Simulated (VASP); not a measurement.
# WSe2 in VASP: notebook

WSe2 is run at these levels: PBEsol; tasks: single point.

Everything below comes from runs of VASP 6.6.1. Logs are shortened: lines on timing, memory, paths and dates and some standing lists are left out, and cuts for length are marked.

## 1. The cell of the first run

The cell holds a slab with vacuum, 3 atoms: a = 3.270 Å, b = 3.270 Å, c = 15.662 Å, α = 90.00°, β = 90.00°, γ = 120.00°.

## 2. Single point, PBEsol (uniaxial strain along c: -6.0 %, then relaxed in part)

INCAR reads:

```
PREC = Accurate ; ENCUT = 520
EDIFF = 1E-6 ; ISMEAR = 0
SIGMA = 0.02 ; LREAL = False
LASPH = True ; NELM = 80
ALGO = Normal ; ISIF = 2
LWAVE = False ; LCHARG = False
GGA = PS ; NBANDS = 20
```

KPOINTS reads:

```
Automatic mesh
0
Gamma
  12 12 2
```

POSCAR reads:

```
WSe2
1.0
    3.2701555101      0.0000000000      0.0000000000
   -1.6350777550      2.8320377461      0.0000000000
    0.0000000000      0.0000000000     15.6615439524
W Se
1 2
Direct
    0.0000000001     -0.0000000001      0.0000000000
    0.3333333333      0.6666666667      0.1068052843
    0.3333333333      0.6666666667      0.8931947157
```

Potentials or basis: VASP PAW PBE potentials, release 64 (W_sv, Se).

On the command line:

```
$ cat potpaw_PBE.64/W_sv/POTCAR potpaw_PBE.64/Se/POTCAR > POTCAR
$ mpirun -np 1 vasp_std > vasp.out
```

OUTCAR:

```text
PREC = Accurate
   ENCUT = 520
   EDIFF = 1E-6
   ISMEAR = 0
   LREAL = False
   LASPH = True
   NELM = 80
   ISIF = 2
   GGA = PS

 ion  position               nearest neighbor table
   1  0.000  1.000  0.000-   2 2.52   3 2.52   2 2.52   3 2.52   2 2.52   3 2.52
   2  0.333  0.667  0.107-   1 2.52   1 2.52   1 2.52
   3  0.333  0.667  0.893-   1 2.52   1 2.52   1 2.52

  LATTYP: Found a hexagonal cell.
 ALAT       =     3.2701555101
 C/A-ratio  =     4.7892352226

  Lattice vectors:

 A1 = (   3.2701555101,   0.0000000000,   0.0000000000)
 A2 = (  -1.6350777550,   2.8320377461,   0.0000000000)
 A3 = (   0.0000000000,   0.0000000000,  15.6615439524)

Analysis of symmetry for initial positions (statically):
=====================================================================
 Subroutine PRICEL returns:
 Original cell was already a primitive cell.

 Routine SETGRP: Setting up the symmetry group for a
 hexagonal supercell.

 Subroutine GETGRP returns: Found 12 space group operations
 (whereof 12 operations were pure point group operations)
 out of a pool of 24 trial point group operations.

The static configuration has the point symmetry D_3h.

Analysis of symmetry for dynamics (positions and initial velocities):
=====================================================================
 Subroutine PRICEL returns:
 Original cell was already a primitive cell.

 Routine SETGRP: Setting up the symmetry group for a
 hexagonal supercell.

 Subroutine GETGRP returns: Found 12 space group operations
 (whereof 12 operations were pure point group operations)
 out of a pool of 24 trial point group operations.

The dynamic configuration has the point symmetry D_3h.

 Subroutine INISYM returns: Found 12 space group operations
 (whereof 12 operations are pure point group operations),
 and found     1 'primitive' translations

----------------------------------------------------------------------------------------

                                     Primitive cell

  volume of cell :     145.0448

  direct lattice vectors                    reciprocal lattice vectors
     3.270155510  0.000000000  0.000000000     0.305795855  0.176551319  0.000000000
    -1.635077755  2.832037746  0.000000000     0.000000000  0.353102638  0.000000000
     0.000000000  0.000000000 15.661543952     0.000000000  0.000000000  0.063850665

  length of vectors
     3.270155510  3.270155510 15.661543952     0.353102638  0.353102638  0.063850665

  position of ions in fractional coordinates (direct lattice)
     0.000000000  1.000000000  0.000000000
     0.333333333  0.666666667  0.106805284
     0.333333333  0.666666667  0.893194716

  ion indices of the primitive-cell ions
   primitive index   ion index
                 1           1
                 2           2
                 3           3

----------------------------------------------------------------------------------------

 KPOINTS: Automatic mesh

Automatic generation of k-mesh.
 Grid dimensions read from file:
 generate k-points for:   12   12    2

 Generating k-lattice:

  Cartesian coordinates                     Fractional coordinates (reciprocal lattice)
     0.025482988  0.014712610  0.000000000     0.083333333  0.000000000  0.000000000
     0.000000000  0.029425220  0.000000000     0.000000000  0.083333333  0.000000000
     0.000000000  0.000000000  0.031925333     0.000000000  0.000000000  0.500000000

  Length of vectors
     0.029425220  0.029425220  0.031925333

  Shift w.r.t. Gamma in fractional coordinates (k-lattice)
     0.000000000  0.000000000  0.000000000

 Subroutine IBZKPT returns following result:
 ===========================================

 Found     38 irreducible k-points:

 Following reciprocal coordinates:
            Coordinates               Weight
  0.000000  0.000000  0.000000      1.000000
  0.083333 -0.000000  0.000000      6.000000
  0.166667 -0.000000  0.000000      6.000000
  0.250000  0.000000  0.000000      6.000000
  0.333333 -0.000000  0.000000      6.000000
  0.416667 -0.000000  0.000000      6.000000
[... 16 lines left out ...]
  0.250000  0.000000  0.500000      6.000000
  0.333333 -0.000000  0.500000      6.000000
 [... further k-points ...]
   k-points           NKPTS =     38   k-points in BZ     NKDIM =     38   number of bands    NBANDS=     20
   number of dos      NEDOS =    301   number of ions     NIONS =      3
   total plane-waves  NPLWV =  69120
   dimension x,y,z NGX =    24 NGY =   24 NGZ =  120
   dimension x,y,z NGXF=    48 NGYF=   48 NGZF=  240
   ions per type =               1   2
   NGX,Y,Z   is equivalent  to a cutoff of  12.20, 12.20, 12.74 a.u.
   NGXF,Y,Z  is equivalent  to a cutoff of  24.40, 24.40, 25.48 a.u.
 SYSTEM =  unknown system
   PREC   = accura    normal or accurate (medium, high low for compatibility)
   ISTART =      0    job   : 0-new  1-cont  2-samecut
   ICHARG =      2    charge: 1-file 2-atom 10-const
   ISPIN  =      1    spin polarized calculation?
[... 35 lines left out ...]
   LRPA    =     F    only Hartree local field effects (RPA)
 non-spin polarized calculation
 Gauss-broadening in eV      SIGMA  =   0.02
  energy-cutoff  :      520.00
  volume of cell :      145.04
 maximum number of plane-waves:      3972
   NGX = 13   NGY = 13   NGZ = 59

 number of electron      25.9999999 magnetization

 Free energy of the ion-electron system (eV)
  ---------------------------------------------------
  ext. energy  EPLUGINS =         0.00000000
  ---------------------------------------------------
  free energy    TOTEN  =       -23.23490579 eV

  energy without entropy =      -23.23490579  energy(sigma->0) =      -23.23490579

 E-fermi :  -0.3479     XC(G=0):  -5.1531

 val. band max:       -0.5436332157   @ k =   0.3333   0.3333   0.0000
 cond. band min:       1.1447567659   @ k =   0.1667   0.1667   0.0000
 fundamental gap:      1.6883899817
 Fermi energy:        -0.3478621772

 k-point     1 :       0.0000    0.0000    0.0000
  band No.  band energies     occupation
      1     -74.4877      2.00000
      2     -38.7538      2.00000
      3     -38.6030      2.00000
      4     -38.6030      2.00000
      5     -15.4452      2.00000
      6     -14.1439      2.00000
[... 12 lines left out ...]
     19       4.5501      0.00000
     20       4.7661      0.00000

 k-point     2 :       0.0833   -0.0000    0.0000
  band No.  band energies     occupation
      1     -74.4869      2.00000
      2     -38.7505      2.00000
      3     -38.6200      2.00000
      4     -38.6069      2.00000
      5     -15.3369      2.00000
      6     -14.0896      2.00000
[... 12 lines left out ...]
     19       4.6931      0.00000
     20       5.1775      0.00000

 k-point     3 :       0.1667   -0.0000    0.0000
  band No.  band energies     occupation
      1     -74.4849      2.00000
      2     -38.7415      2.00000
      3     -38.6664      2.00000
      4     -38.6178      2.00000
      5     -15.0259      2.00000
      6     -13.9342      2.00000
[... 12 lines left out ...]
     19       5.0874      0.00000
     20       5.8997      0.00000

 k-point     4 :       0.2500    0.0000    0.0000
  band No.  band energies     occupation
      1     -74.4820      2.00000
      2     -38.7293      2.00000
      3     -38.7292      2.00000
      4     -38.6326      2.00000
      5     -14.5569      2.00000
      6     -13.7024      2.00000
[... 12 lines left out ...]
     19       5.6741      0.00000
     20       6.2813      0.00000

 k-point     5 :       0.3333   -0.0000    0.0000
  band No.  band energies     occupation
      1     -74.4792      2.00000
      2     -38.7912      2.00000
      3     -38.7170      2.00000
      4     -38.6474      2.00000
      5     -14.0154      2.00000
      6     -13.4417      2.00000
[... 12 lines left out ...]
     19       6.0767      0.00000
     20       6.2665      0.00000
[... 353 lines left out ...]
      6     -14.0896      2.00000
[... 12 lines left out ...]
     19       4.3118      0.00000
     20       5.5425      0.00000

 k-point    22 :       0.1667   -0.0000    0.5000
  band No.  band energies     occupation
      1     -74.4848      2.00000
      2     -38.7415      2.00000
      3     -38.6664      2.00000
      4     -38.6178      2.00000
      5     -15.0259      2.00000
      6     -13.9342      2.00000
[... 12 lines left out ...]
     19       4.8056      0.00000
     20       6.4375      0.00000

 k-point    23 :       0.2500    0.0000    0.5000
  band No.  band energies     occupation
      1     -74.4820      2.00000
      2     -38.7293      2.00000
      3     -38.7292      2.00000
      4     -38.6326      2.00000
      5     -14.5569      2.00000
      6     -13.7024      2.00000
[... 12 lines left out ...]
     19       5.3109      0.00000
     20       6.7002      0.00000

 k-point    24 :       0.3333   -0.0000    0.5000
  band No.  band energies     occupation
      1     -74.4792      2.00000
      2     -38.7912      2.00000
      3     -38.7170      2.00000
      4     -38.6474      2.00000
      5     -14.0154      2.00000
      6     -13.4417      2.00000
[... 12 lines left out ...]
     19       6.0548      0.00000
     20       6.2175      0.00000

 [... further k-points ...]
[... 5 lines left out ...]
  --------------------------------------------------------------------------------------
  -------------------------------------------------------------------------------------
  Total        0.1418394      0.1418394      0.1948460      0.0000000      0.0000000     -0.0000000
  in kB        1.5667705      1.5667705      2.1522868      0.0000000      0.0000000     -0.0000000
  external PRESSURE =       1.7619426 kB  Pullay stress =       0.0000000 kB

 VOLUME and BASIS-vectors are now :
 -----------------------------------------------------------------------------
  energy-cutoff  :      520.00
  volume of cell :      145.04
      direct lattice vectors                 reciprocal lattice vectors
     3.270155510  0.000000000  0.000000000     0.305795855  0.176551319  0.000000000
    -1.635077755  2.832037746  0.000000000     0.000000000  0.353102638  0.000000000
     0.000000000  0.000000000 15.661543952     0.000000000  0.000000000  0.063850665

 POSITION                                       TOTAL-FORCE (eV/Angst)
 -----------------------------------------------------------------------------------
     -1.63508      2.83204      0.00000         0.000000     -0.000000      0.000000
     -0.00000      1.88803      1.67274        -0.000000      0.000000      0.061643
     -0.00000      1.88803     13.98881        -0.000000      0.000000     -0.061643
 -----------------------------------------------------------------------------------
    total drift:                               -0.000000      0.000000     -0.000000

  FREE ENERGIE OF THE ION-ELECTRON SYSTEM (eV)
  ---------------------------------------------------
  free  energy   TOTEN  =       -23.2349057859 eV

  energy  without entropy=      -23.2349057859  energy(sigma->0) =      -23.23490579
```

It took 49 s on 1 thread of Intel Xeon 6975P-C (Granite Rapids), shared host; peak memory 0.3 GiB.

What came out:

| Item | Value |
| --- | --- |
| Free energy | -23.2349 eV |
| Largest force | 0.062 eV/Å |
| Band gap on the k mesh | 1.69 eV |

Forces on the atoms (eV/Å):
```
W    0.000  0.000  0.000
Se   0.000  0.000  0.062
Se   0.000  0.000 -0.062
```

Levels at points of the mesh, in eV from the valence-band top:
```csv
k point,band 10,band 11,band 12,band 13,band 14,band 15,band 16,band 17
"(0.00, 0.00, 0.00)",-2.25,-1.18,-1.18,-0.41,3.06,3.06,3.26,3.26
"(0.50, 0.00, 0.00)",-3.00,-2.18,-1.02,-0.85,2.53,2.86,3.76,4.45
"(0.00, 0.00, 0.50)",-2.25,-1.18,-1.18,-0.41,3.06,3.06,3.26,3.26
"(0.50, 0.00, 0.50)",-3.00,-2.18,-1.02,-0.85,2.53,2.86,3.76,4.45
```

Caveat: the cell differs from its parent crystal (uniaxial strain along c: -6.0 %, then relaxed in part); the PAW data sets were made with another functional, which shifts forces and pressure a little; spin-orbit coupling is left out, which moves the levels of the heavy elements.

## 3. Single point, PBEsol (uniaxial strain along c: -4.0 %, then relaxed in part)

INCAR reads:

```
SYSTEM = WSe2
PREC = Accurate
ENCUT = 520
EDIFF = 1E-7
ISMEAR = 0
SIGMA = 0.02
LREAL = .FALSE.
LASPH = .TRUE.
NELM = 80
ALGO = Normal
ISIF = 2
LWAVE = .FALSE.
LCHARG = .FALSE.
GGA = PS
NBANDS = 20
```

KPOINTS reads:

```
regular mesh
0
G
  12 12 2
  0 0 0
```

POSCAR reads:

```
WSe2
1.0
    3.2700933682      0.0000000000      0.0000000000
   -1.6350466841      2.8319839296      0.0000000000
    0.0000000000      0.0000000000     15.9947682918
W Se
1 2
Direct
   -0.0000000001      0.0000000001      0.0000000000
    0.3333333334      0.6666666666      0.1045825788
    0.3333333334      0.6666666666      0.8954174212
```

Potentials or basis: VASP PAW PBE potentials, release 64 (W_sv, Se).

On the command line:

```
$ cat potpaw_PBE.64/W_sv/POTCAR potpaw_PBE.64/Se/POTCAR > POTCAR
$ mpirun -np 1 vasp_std > vasp.out
```

It took 50 s on 1 thread of Intel Xeon 6975P-C (Granite Rapids), shared host; peak memory 0.31 GiB.

It converged, with:

| Item | Value |
| --- | --- |
| Free energy | -23.2349 eV |
| Largest force | 0.061 eV/Å |
| Band gap on the k mesh | 1.69 eV |

Forces on the atoms (eV/Å):
```
W    0.000  0.000  0.000
Se   0.000  0.000  0.061
Se   0.000  0.000 -0.061
```

Levels at points of the mesh, in eV from the valence-band top:
```
           k point  band 10  band 11  band 12  band 13  band 14  band 15  band 16  band 17
(0.00, 0.00, 0.00)    -2.25    -1.17    -1.17    -0.41     3.06     3.06     3.26     3.26
(0.50, 0.00, 0.00)    -3.00    -2.18    -1.02    -0.85     2.53     2.86     3.76     4.45
(0.00, 0.00, 0.50)    -2.25    -1.17    -1.17    -0.41     3.06     3.06     3.26     3.26
(0.50, 0.00, 0.50)    -3.00    -2.18    -1.02    -0.85     2.53     2.86     3.76     4.45
```

Caveat: the cell differs from its parent crystal (uniaxial strain along c: -4.0 %, then relaxed in part); the PAW data sets were made with another functional, which shifts forces and pressure a little; spin-orbit coupling is left out, which moves the levels of the heavy elements.

## 4. Single point, PBEsol (uniaxial strain along c: -6.0 %)

INCAR reads:

```
  PREC = Accurate
  ENCUT = 520
  EDIFF = 1E-6
  ISMEAR = 0
  SIGMA = 0.02
  LREAL = F
  LASPH = T
  NELM = 100
  ALGO = Normal
  ISIF = 2
  LWAVE = F
  LCHARG = F
  GGA = PS
  NBANDS = 20
```

KPOINTS reads:

```
Automatic mesh
0
Gamma
  12 12 2
```

POSCAR reads:

```
WSe2
1.0
    3.3193064686      0.0000000000      0.0000000000
   -1.6596532343      2.8746037248      0.0000000000
    0.0000000000      0.0000000000     15.6615439524
W Se
1 2
Direct
   -0.0000000001      0.0000000001      0.0000000000
    0.3333333334      0.6666666666      0.1045825788
    0.3333333334      0.6666666666      0.8954174212
```

On the command line:

```
$ cat potpaw_PBE.64/W_sv/POTCAR potpaw_PBE.64/Se/POTCAR > POTCAR
$ mpirun -np 1 vasp_std > vasp.out
```

It took 78 s on 1 thread of Intel Xeon 6975P-C (Granite Rapids), shared host; peak memory 0.34 GiB.

Results (log left out):

| Property | Result |
| --- | --- |
| Free energy | -23.2111 eV |
| Largest force | 0.358 eV/Å |
| Band gap on the k mesh | 1.46 eV |

Forces on the atoms (eV/Å):
```
W    0.000  0.000  0.000
Se   0.000  0.000  0.358
Se   0.000  0.000 -0.358
```

Levels at points of the mesh, in eV from the valence-band top:
```
           k point  band 9  band 10  band 11  band 12  band 13  band 14  band 15  band 16  band 17  band 18
(0.00, 0.00, 0.00)   -2.51    -1.99    -1.34    -1.34    -0.16     2.97     2.97     3.24     3.24     4.33
(0.50, 0.00, 0.00)   -4.19    -3.09    -1.98    -1.01    -0.95     2.34     2.76     3.80     4.39     4.57
(0.00, 0.00, 0.50)   -2.51    -1.99    -1.34    -1.34    -0.16     2.97     2.97     3.24     3.24     4.41
(0.50, 0.00, 0.50)   -4.19    -3.09    -1.98    -1.01    -0.95     2.34     2.76     3.80     4.39     4.57
```

Caveat: the cell differs from its parent crystal (uniaxial strain along c: -6.0 %); the PAW data sets were made with another functional, which shifts forces and pressure a little; spin-orbit coupling is left out, which moves the levels of the heavy elements.

## 5. Single point, PBEsol (uniaxial strain along c: -2.0 %, then relaxed in part)

INCAR reads:

```
SYSTEM = WSe2
PREC = Accurate ; ENCUT = 520
EDIFF = 1E-6 ; ISMEAR = 0
SIGMA = 0.02 ; LREAL = .FALSE.
LASPH = .TRUE. ; NELM = 60
ALGO = Normal ; ISIF = 2
LWAVE = .FALSE. ; LCHARG = .FALSE.
GGA = PS ; NBANDS = 20
```

KPOINTS reads:

```
Automatic mesh
0
G
  12 12 2
  0 0 0
```

POSCAR reads:

```
WSe2
1.0
    3.2701296125      0.0000000000      0.0000000000
   -1.6350648063      2.8320153181      0.0000000000
    0.0000000000      0.0000000000     16.3279926312
W Se
1 2
Direct
    0.0000000001     -0.0000000001      0.0000000000
    0.3333333333      0.6666666667      0.1024492859
    0.3333333333      0.6666666667      0.8975507141
```

On the command line:

```
$ cat potpaw_PBE.64/W_sv/POTCAR potpaw_PBE.64/Se/POTCAR > POTCAR
$ mpirun -np 1 vasp_std > vasp.out
```

It took 54 s on 1 thread of Intel Xeon 6975P-C (Granite Rapids), shared host; peak memory 0.31 GiB.

Results (log left out):

* Free energy: -23.2349 eV
* Largest force: 0.061 eV/Å
* Band gap on the k mesh: 1.69 eV

Forces in eV/Å, atoms in the order of the input:
```
W    0.000  0.000  0.000
Se   0.000  0.000  0.061
Se   0.000  0.000 -0.061
```

Levels at points of the mesh, in eV from the valence-band top:
```csv
k point,band 10,band 11,band 12,band 13,band 14,band 15,band 16,band 17
"(0.00, 0.00, 0.00)",-2.25,-1.17,-1.17,-0.41,3.06,3.06,3.26,3.26
"(0.50, 0.00, 0.00)",-3.00,-2.18,-1.02,-0.85,2.53,2.86,3.76,4.45
"(0.00, 0.00, 0.50)",-2.25,-1.17,-1.17,-0.41,3.06,3.06,3.26,3.26
"(0.50, 0.00, 0.50)",-3.00,-2.18,-1.02,-0.85,2.53,2.86,3.76,4.45
```

Caveat: the cell differs from its parent crystal (uniaxial strain along c: -2.0 %, then relaxed in part); the PAW data sets were made with another functional, which shifts forces and pressure a little; spin-orbit coupling is left out, which moves the levels of the heavy elements.

## 6. Overview

| cell | gap on the mesh (eV) | largest force (eV/Å) |
| --- | --- | --- |
| a = 3.270, b = 3.270, c = 15.662 Å, angles 90.0, 90.0, 120.0°, 3 atoms, atomic positions A | 1.69 | 0.06 |
| a = 3.270, b = 3.270, c = 15.995 Å, angles 90.0, 90.0, 120.0°, 3 atoms, atomic positions B | 1.69 | 0.06 |
| a = 3.319, b = 3.319, c = 15.662 Å, angles 90.0, 90.0, 120.0°, 3 atoms, atomic positions B | 1.46 | 0.36 |
| a = 3.270, b = 3.270, c = 16.328 Å, angles 90.0, 90.0, 120.0°, 3 atoms, atomic positions C | 1.69 | 0.06 |

Alike in all rows: task single point; level PBEsol; potentials or basis VASP PAW PBE potentials, release 64 (W_sv, Se); no spin polarisation; k mesh 12 × 12 × 2; cutoff (eV) 520; smearing gaussian 0.02 eV.

Caveats: the PAW data sets were made with another functional, which shifts forces and pressure a little; spin-orbit coupling is left out, which moves the levels of the heavy elements.

Absolute energies hang on the potentials; compare differences alone.
